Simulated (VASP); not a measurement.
The system is Sb.

```
Sb
1.0
     3.16000    0.00000    0.00000
     0.00000    3.16000    0.00000
     0.00000    0.00000    3.16000
Sb
1
Direct
  0.00000 0.00000 0.00000
```

| Item | Value |
| --- | --- |
| Program | VASP 6.6.1 |
| Task | relaxation of cell and atoms |
| Functional | PBE |
| Potentials or basis | VASP PAW PBE potentials, release 64 (Sb) |
| Cutoff | 500 eV |
| k mesh | 12 × 12 × 12 |
| Occupations | gaussian, width 0.1 eV |
| Spin | no spin polarisation |

At the start: pressure -2.3 GPa; volume 31.55 Å³/atom.

Where does the relaxation end?

Over 3 steps the energy falls by 10.9 meV/atom and the volume is 30.09 Å³/atom (-4.6 %); space group Pm-3m (No. 221, to 0.05 Å).

The path:
| step | energy change (eV) | largest force (eV/Å) | pressure (GPa) | volume (Å³) |
| --- | --- | --- | --- | --- |
| 1 | 0.0000 | 0.0000 | -2.29 | 31.55 |
| 2 | -0.0092 | 0.0000 | 1.03 | 29.54 |
| 3 | -0.0109 | 0.0000 | 0.01 | 30.09 |

Final structure:
```
CELL_PARAMETERS angstrom
3.11030 0.00000 0.00000
0.00000 3.11030 0.00000
0.00000 0.00000 3.11030
ATOMIC_POSITIONS crystal
Sb 0.00000 0.00000 0.00000
```
